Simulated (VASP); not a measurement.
## MoS2: relaxation of cell and atoms with RPBE

The system is MoS2.

```xyz
6
Lattice="3.1690 0.0000 0.0000 -1.5845 2.7444 0.0000 0.0000 0.0000 12.3240" Properties=species:S:1:pos:R:3 pbc="T T T"
Mo    1.5845    0.9148    9.2430
Mo    0.0000    1.8296    3.0810
S     1.5845    0.9148    4.6461
S     0.0000    1.8296   10.8081
S     1.5845    0.9148    1.5159
S     0.0000    1.8296    7.6779
```

| Quantity | Value |
| --- | --- |
| Program | VASP 6.6.1 |
| Task | relaxation of cell and atoms |
| Functional | RPBE |
| Potentials or basis | VASP PAW PBE potentials, release 64 (Mo_sv, S) |
| Cutoff | 690 eV |
| k mesh | 10 × 10 × 3 |
| Occupations | gaussian, width 0.03 eV |
| Spin | no spin polarisation |
| Tolerance level | standard |
| Purpose | cell |
| Passes | 3 |
| Further INCAR settings | ALGO = Normal; EDIFF = 1e-07 |

| Item | Value |
| --- | --- |
| Relaxed volume | 24.08 Å³/atom |
| Relaxed cell | a = 3.208 Å, b = 3.208 Å, c = 16.206 Å, α = 90.00°, β = 90.00°, γ = 120.00° |
| Space group after relaxing (to 0.1 Å) | P6_3/mmc (No. 194) |
| Energy gained by relaxing | 52.6 meV/atom |
| Ionic steps | 48 |
| Pressure after relaxing | 0.0 GPa |
| Band gap on the k mesh | 1.58 eV (least direct gap 1.86 eV) |

Step by step:
| step | energy change (eV) | largest force (eV/Å) | pressure (GPa) | volume (Å³) |
| --- | --- | --- | --- | --- |
| 1 | 0.0000 | 0.0257 | 4.49 | 107.18 |
| 3 | -0.1004 | 0.0432 | -0.03 | 114.27 |
| 5 | -0.1815 | 0.5974 | 5.68 | 133.75 |
| 7 | -0.2862 | 0.1374 | 0.69 | 134.89 |
| 9 | -0.3003 | 0.0323 | -0.07 | 136.34 |
| 11 | -0.3003 | 0.0111 | 0.05 | 136.22 |
| 13 | -0.3005 | 0.0021 | -0.12 | 137.00 |
| 15 | -0.3007 | 0.0017 | -0.04 | 136.90 |
| 17 | -0.3018 | 0.0731 | 0.23 | 139.93 |
| 19 | -0.3023 | 0.0023 | -0.10 | 142.03 |
| 21 | -0.3025 | 0.0044 | 0.03 | 141.10 |
| 23 | -0.3025 | 0.0004 | 0.01 | 141.14 |
| 25 | -0.3144 | 0.0154 | -0.04 | 141.25 |
| 27 | -0.3144 | 0.0083 | 0.00 | 141.20 |
| 29 | -0.3144 | 0.0089 | -0.01 | 141.20 |
| 31 | -0.3145 | 0.0111 | -0.02 | 141.37 |
| 33 | -0.3147 | 0.0198 | -0.09 | 142.12 |
| 35 | -0.3148 | 0.0298 | -0.17 | 143.14 |
| 37 | -0.3148 | 0.0264 | -0.15 | 143.21 |
| 39 | -0.3149 | 0.0121 | -0.08 | 143.48 |
| 41 | -0.3150 | 0.0084 | 0.03 | 143.87 |
| 43 | -0.3150 | 0.0094 | 0.03 | 143.89 |
| 45 | -0.3150 | 0.0062 | 0.03 | 144.12 |
| 47 | -0.3150 | 0.0010 | 0.00 | 144.48 |
| 48 | -0.3155 | 0.0011 | 0.01 | 144.48 |

Final structure:
```
Mo S
1.0
     3.20847    0.00000    0.00000
    -1.60424    2.77862    0.00000
     0.00000    0.00000   16.20636
Mo S
2 4
Cartesian
  1.6042 0.9262 12.1548
  0.0000 1.8524 4.0516
  1.6042 0.9262 5.6148
  0.0000 1.8524 13.7180
  1.6042 0.9262 2.4883
  0.0000 1.8524 10.5915
```

Levels at points of the mesh, in eV from the valence-band top:
```tsv
k point	band 23	band 24	band 25	band 26	band 27	band 28	band 29	band 30
(0.00, 0.00, 0.00)	-1.67	-1.67	-0.19	0.00	2.55	2.55	2.55	2.55
(0.50, 0.00, 0.00)	-1.17	-1.17	-0.76	-0.76	2.02	2.02	2.52	2.54
```

It took 24 min on 4 MPI ranks on Intel(R) Xeon(R) 6975P-C (Granite Rapids), on a shared host, peak memory 0.43 GiB a rank.

Caveat: the volume moved by over 15 % at a fixed basis, so the end points are rough; the PAW data sets were made with another functional, which shifts forces and pressure a little; an odd mesh through Γ misses points on the zone boundary, where band edges can lie; this functional lacks dispersion, which binds the layers, so the pressure and a relaxed spacing across them are unreliable. RPBE and its kin give volumes clearly too large for solids.
